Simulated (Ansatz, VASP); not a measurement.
**One calculation of TiC, two programs**

```
Ti C
1.0
     0.00000    2.16633    2.16633
     2.16633    0.00000    2.16633
     2.16633    2.16633    0.00000
Ti C
1 1
Cartesian
  0.0000 0.0000 0.0000
  2.1663 2.1663 2.1663
```

Change from the starting cell: volume scaled by 1, PAW files.

Alike in both runs: task single point; functional PBE; k mesh 15 × 15 × 15; occupations fermi-dirac, width 0.05 eV; no spin polarisation.

```csv
,VASP,Ansatz
version,VASP 6.6.1,Ansatz 0.2.0
potentials or method,"VASP PAW PBE potentials, release 64 (Ti_sv, C)","PAW with Ansatz's default frozen-core files, scalar-relativistic"
plane-wave cutoff (eV),520,420
valence electrons in the cell,16,16
```

```csv
,VASP,Ansatz,Ansatz less VASP
pressure (GPa),0.2,0.0,-0.19
```
